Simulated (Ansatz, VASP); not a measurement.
## One calculation of VO2, two programs

```
V O
1.0
     2.83833    0.00000    0.00000
     0.00000    4.58238    0.00000
     0.00000    0.00045    4.58488
V O
2 4
Direct
  0.00000 0.00000 0.00000
  0.50000 0.50000 0.50000
  0.50000 0.79982 0.19981
  0.50000 0.20018 0.80019
  0.00000 0.70019 0.69981
  0.00000 0.29981 0.30019
```

Alike in both runs: task single point; functional PBE; k mesh 12 × 8 × 8; occupations gaussian, width 0.1 eV; collinear spin.

|  | VASP | Ansatz |
| --- | --- | --- |
| version | VASP 6.6.1 | Ansatz 0.2.0 |
| potentials or method | VASP PAW PBE potentials, release 64 (V_sv, O), cutoff 600 eV | scalar-relativistic, plane waves, PAW |
| valence electrons in the cell | 50 | 50 |

```tsv
	VASP	Ansatz	Ansatz less VASP
gap on the k mesh at the Fermi level (eV)	none	none	-
pressure (GPa)	0.6	0.0	-0.57
traceless stress, the component that is largest in VASP (GPa)	0.25	0.00	-0.254
rms of the force components (eV/Å)	0.014	0.001	-0.0139
net moment per atom (μB)	0.33	0.33	0.000
size of the moment on the site where the two differ most (μB)	1.05	0.83	-0.216
```

Site moments also hang on the region over which each program counts them. Atom by atom the forces differ by 0.014 eV/Å (rms over components). A gap of «none» marks a metal or a gap that the smearing closes.
